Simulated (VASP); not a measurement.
Here is a VASP 6.6.1 calculation.

File INCAR:

```
SYSTEM = Ru16CO
PREC = Accurate
ENCUT = 520
EDIFF = 1E-6
ISMEAR = 0
SIGMA = 0.1
LREAL = Auto
LASPH = .True.
NELM = 100
ALGO = Normal
ISIF = 2
LWAVE = .False.
LCHARG = .False.
LDIPOL = .True.
IDIPOL = 3
DIPOL = 0.5 0.5 0.320
GGA = PE
NBANDS = 132
```

Contents of KPOINTS:

```
Automatic mesh
0
Gamma
  6 6 1
  0 0 0
```

Contents of POSCAR:

```
Ru16CO
1.0
    5.4400501759      0.0000000000      0.0000000000
   -2.7200250880      4.7112216502      0.0000000000
    0.0000000000      0.0000000000     24.3659169780
Ru C O
16 1 1
Direct
    0.3333333333      0.1666666667      0.1641637376
    0.3333333333      0.6666666667      0.1641637376
    0.8333333333      0.1666666667      0.1641637376
    0.8333333333      0.6666666667      0.1641637376
    0.1666666667      0.3333333333      0.2523354552
    0.1666666667      0.8333333333      0.2523354552
    0.6666666667      0.3333333333      0.2523354552
    0.6666666667      0.8333333333      0.2523354552
    0.3333333333      0.1666666667      0.3401874899
    0.3333333333      0.6666666667      0.3401874899
    0.8333333333      0.1666666667      0.3401874899
    0.8333333333      0.6666666667      0.3401874899
    0.1666666667      0.3333333333      0.4254269186
    0.1666666667      0.8333333333      0.4254269186
    0.6666666667      0.3333333333      0.4254269186
    0.6666666667      0.8333333333      0.4254269186
    0.4166666667      0.8333333333      0.4997110098
    0.5232833303      1.0465666607      0.5235147518
```

Potentials or basis: VASP PAW PBE potentials, release 64 (Ru_pv, C, O).

Command:

```bash
$ cat potpaw_PBE.64/Ru_pv/POTCAR potpaw_PBE.64/C/POTCAR potpaw_PBE.64/O/POTCAR > POTCAR
$ mpirun -np 1 vasp_std > vasp.out
```

Estimate the band gap on the k mesh.

zero (band 117 reaches 2.38 eV, above the bottom of band 118 at 1.25 eV).

Predict the largest force.

3.617 eV/Å.

Forces on the atoms (eV/Å):
```
Ru   0.047  0.049  0.651
Ru   0.000 -0.013  0.592
Ru  -0.047  0.049  0.651
Ru   0.000 -0.040  0.618
Ru   0.000  0.025 -0.577
Ru   0.054 -0.037 -0.582
Ru   0.000 -0.077 -0.755
Ru  -0.054 -0.037 -0.582
Ru  -0.052  0.022 -0.026
Ru   0.000  0.026 -0.121
Ru   0.052  0.022 -0.026
Ru   0.000  0.089 -0.039
Ru   0.000 -0.019 -0.065
Ru  -0.020 -0.360  0.746
Ru   0.000  0.251 -0.475
Ru   0.020 -0.360  0.746
C    0.000 -1.471 -3.305
O    0.000  1.880  2.549
```
